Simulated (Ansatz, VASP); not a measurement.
# SnO: VASP beside Ansatz

```xyz
4
Lattice="3.8678 0.0000 0.0000 0.0000 3.8678 0.0000 0.0000 0.0000 5.0700" Properties=species:S:1:pos:R:3 pbc="T T T"
Sn    0.0000    1.9339    1.1595
Sn    1.9339    0.0000    3.9104
O     0.0000    0.0000    0.0000
O     1.9339    1.9339    0.0000
```

Alike in both runs: functional PBE; k mesh 10 × 10 × 8; occupations gaussian, width 0.02 eV; no spin polarisation.

Ansatz relaxed the structure, and its values are those at the end. VASP's run is a single point on that final structure, the one shown.

```csv
,VASP,Ansatz
version,VASP 6.6.1,Ansatz 0.2.0
potentials or method,"VASP PAW PBE potentials, release 64 (Sn_d, O), cutoff 520 eV","scalar-relativistic, plane waves, PAW"
valence electrons in the cell,40,40
```

VASP gave:

```
gap on the k mesh at the Fermi level (eV) : 0.51
least direct gap on the mesh (eV)         : 1.91
pressure (GPa)                            : 0.2
rms of the force components (eV/Å)        : 0.029
```

**Question.** Which values does Ansatz return?

**Answer.** gap on the k mesh at the Fermi level (eV): 0.50; least direct gap on the mesh (eV): 1.94; pressure (GPa): 0.0; rms of the force components (eV/Å): 0.002.
